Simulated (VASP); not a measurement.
# V: single point with BLYP

Crystal: V.

```
V
1.0
     2.47645    0.00000    0.00000
     0.00000    2.47645    0.00000
     0.00000    0.00000    2.47645
V
1
Direct
  0.00000 0.00000 0.00000
```

| Item | Value |
| --- | --- |
| Program | VASP 6.6.1 |
| Task | single point |
| Functional | BLYP |
| Potentials or basis | VASP PAW PBE potentials, release 64 (V_sv) |
| Cutoff | 520 eV |
| k mesh | 13 × 13 × 13 |
| Occupations | fermi-dirac, width 0.1 eV |
| Spin | no spin polarisation |
| Dipole correction | no |
| Further INCAR settings | ALGO = Normal; EDIFF = 1e-07; NBANDS = 12 |

```
Pressure : 0.3 GPa
```

Levels at points of the mesh, in eV from the Fermi level:
```tsv
k point	band 4	band 5	band 6	band 7	band 8	band 9	band 10	band 11
(0.00, 0.00, 0.00)	-37.12	-6.10	-2.12	-2.12	3.31	3.31	3.31	17.96
```

Run time: 24 s on 1 thread of AMD EPYC 9R45 (shared host), peak memory 0.1 GiB.

Caveat: the PAW data sets were made with another functional, which shifts forces and pressure a little.
